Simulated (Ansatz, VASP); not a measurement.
TiO2 in VASP and in Ansatz

File POSCAR:

```
TiO2
1.0
    4.5967496901      0.0000000000      0.0000000000
    0.0000000000      4.5967496901      0.0574593711
    0.0000000000      0.0369208927      2.9536714147
Ti O
2 4
Direct
    0.0000000000      0.0000000000      0.0000000000
    0.5000000000      0.5000000000      0.5000000000
    0.3046118010      0.3046118010      0.0000000000
    0.1953881990      0.8046118010      0.5000000000
    0.6953881990      0.6953881990      0.0000000000
    0.8046118010      0.1953881990      0.5000000000
```

INCAR.step1

```
SYSTEM = TiO2
  ALGO = Normal
  EDIFF = 1E-4
  ENCUT = 520
  GGA = PE
  ISMEAR = 0
  LASPH = .True.
  LCHARG = .False.
  LREAL = .False.
  LWAVE = .True.
  NBANDS = 33
  NELM = 100
  PREC = Accurate
  SIGMA = 0.05
```

The input INCAR.step2:

```
SYSTEM = TiO2
  ALGO = Normal
  EDIFF = 1E-7
  ENCUT = 520
  ISIF = 2
  ISMEAR = 0
  ISTART = 1
  LASPH = .True.
  LCHARG = .False.
  LMIXTAU = .True.
  LREAL = .False.
  LWAVE = .False.
  METAGGA = R2SCAN
  NBANDS = 33
  NELM = 100
  PREC = Accurate
  SIGMA = 0.05
```

Contents of KPOINTS:

```
k-points
0
Gamma
  6 6 10
  0 0 0
```

Input for Ansatz:

```yaml
crystal:
  lattice:
    - [4.5967496901, 0.0, 0.0]
    - [0.0, 4.5967496901, 0.0574593711]
    - [0.0, 0.0369208927, 2.9536714147]
  atoms:
    - { symbol: Ti, position: [0.0, 0.0, 0.0] }
    - { symbol: Ti, position: [0.5, 0.5, 0.5] }
    - { symbol: O, position: [0.304611801, 0.304611801, 0.0] }
    - { symbol: O, position: [0.195388199, 0.804611801, 0.5] }
    - { symbol: O, position: [0.695388199, 0.695388199, 0.0] }
    - { symbol: O, position: [0.804611801, 0.195388199, 0.5] }
basis:
  ecutwfc: 500
kpoints:
  mp_grid: { grid: [6, 6, 10] }
hamiltonian:
  xc: r2scan
scf:
  occupations: { method: gaussian, width: 0.05 }
output:
  forces: true
  stress: true
  eigenvalues: true
```

Change from the starting cell: strain +0.0250 x Voigt [0, 0, 0, 1, 0, 0], atoms carried along.

Alike in both runs: task single point; functional r2SCAN; k mesh 6 × 6 × 10; occupations gaussian, width 0.05 eV; no spin polarisation.

```csv
,VASP,Ansatz
version,VASP 6.6.1,Ansatz 0.2.0
potentials or method,"VASP PAW PBE potentials, release 64 (Ti_sv, O), cutoff 520 eV","scalar-relativistic, plane waves, PAW"
valence electrons in the cell,48,48
```

VASP gave:

| Property | Result |
| --- | --- |
| gap on the k mesh at the Fermi level (eV) | 2.23 |
| least direct gap on the mesh (eV) | 2.23 |
| pressure (GPa) | 1.4 |
| traceless stress, the component that is largest in VASP (GPa) | -3.84 |
| rms of the force components (eV/Å) | 0.070 |

Which values does Ansatz return?

gap on the k mesh at the Fermi level (eV): 2.22; least direct gap on the mesh (eV): 2.22; pressure (GPa): 0.1; traceless stress, the component that is largest in VASP (GPa): -3.78; rms of the force components (eV/Å): 0.062.

VASP's potentials were made for PBE, not for r2SCAN. Atom by atom the forces differ by 0.016 eV/Å (rms over components).
